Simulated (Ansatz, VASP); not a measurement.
Nb in VASP and in Ansatz

The input POSCAR:

```
Nb
1.0
    0.0000000000      2.0092500000      2.1150000000
    2.0092500000      0.0000000000      2.1150000000
    2.0092500000      2.0092500000      0.0000000000
Nb
1
Direct
    0.0000000000      0.0000000000      0.0000000000
```

The input INCAR.step1:

```
PREC = Accurate
ENCUT = 520
ISMEAR = 0
SIGMA = 0.15
LREAL = F
LASPH = T
NELM = 100
NBANDS = 12
GGA = PE
ALGO = Normal
EDIFF = 1E-4
LWAVE = T
LCHARG = F
```

File INCAR.step2:

```
PREC = Accurate
ENCUT = 520
EDIFF = 1E-6
ISMEAR = 0
SIGMA = 0.15
LREAL = F
LASPH = T
NELM = 100
ALGO = Normal
ISIF = 2
LWAVE = F
LCHARG = F
METAGGA = R2SCAN
LMIXTAU = T
NBANDS = 12
ISTART = 1
```

File KPOINTS:

```
Automatic mesh
0
Gamma
  20 20 20
```

Input for Ansatz:

```yaml
crystal:
  lattice:
    - [0.0, 2.00925, 2.115]
    - [2.00925, 0.0, 2.115]
    - [2.00925, 2.00925, 0.0]
  atoms:
    - { symbol: Nb, position: [0.0, 0.0, 0.0] }
basis:
  ecutwfc: 500
kpoints:
  mp_grid: { grid: [20, 20, 20] }
hamiltonian:
  xc: r2scan
scf:
  occupations: { method: gaussian, width: 0.15 }
output:
  forces: true
  stress: true
  eigenvalues: true
```

Change from the starting cell: strain -0.050 along x and y, +0.000 along z, atoms carried along.

Alike in both runs: task single point; functional r2SCAN; k mesh 20 × 20 × 20; occupations gaussian, width 0.15 eV; no spin polarisation.

|  | VASP | Ansatz |
| --- | --- | --- |
| version | VASP 6.6.1 | Ansatz 0.2.0 |
| potentials or method | VASP PAW PBE potentials, release 64 (Nb_sv), cutoff 520 eV | scalar-relativistic, plane waves, PAW |
| valence electrons in the cell | 13 | 13 |

|  | VASP | Ansatz | Ansatz less VASP |
| --- | --- | --- | --- |
| gap on the k mesh at the Fermi level (eV) | none | none | - |
| pressure (GPa) | 16.9 | 17.1 | +0.20 |
| traceless stress, the component that is largest in VASP (GPa) | 10.35 | 10.39 | +0.038 |

VASP's potentials were made for PBE, not for r2SCAN. A gap of «none» marks a metal or a gap that the smearing closes. The functional is the same, so the differences come from potentials, cutoffs and numerics.
